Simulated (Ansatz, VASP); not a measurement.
# Te2Mo: VASP beside Ansatz

```
Te Mo
1.0
     3.55707    0.00000    0.00000
    -1.77853    3.08051    0.00000
     0.00000    0.00000   15.96495
Te Mo
4 2
Direct
  0.33333 0.66667 0.63109
  0.66667 0.33333 0.13109
  0.33333 0.66667 0.86891
  0.66667 0.33333 0.36891
  0.33333 0.66667 0.25000
  0.66667 0.33333 0.75000
```

Change from the starting cell: strain +0.000 along x and y, +0.050 along z, atoms carried along.

Alike in both runs: task single point; functional PBE; k mesh 12 × 12 × 2; occupations gaussian, width 0.05 eV; no spin polarisation.

```csv
,VASP,Ansatz
version,VASP 6.6.1,Ansatz 0.2.0
potentials or method,"VASP PAW PBE potentials, release 64 (Te, Mo_sv), cutoff 520 eV","scalar-relativistic, plane waves, PAW"
valence electrons in the cell,52,92
```

```tsv
	VASP	Ansatz	Ansatz less VASP
gap on the k mesh at the Fermi level (eV)	0.84	0.83	-0.003
least direct gap on the mesh (eV)	1.11	1.11	0.000
pressure (GPa)	-4.2	-4.2	0.00
traceless stress, the component that is largest in VASP (GPa)	-3.19	-3.23	-0.039
rms of the force components (eV/Å)	0.492	0.495	+0.0035
```

Atom by atom the forces differ by 0.003 eV/Å (rms over components). The functional is the same, so the differences come from potentials, cutoffs and numerics. VASP's potentials hold 52 valence electrons a cell and Ansatz's 92, so a difference there can come from the potentials and not from the codes.

Neither program's run includes spin-orbit coupling.
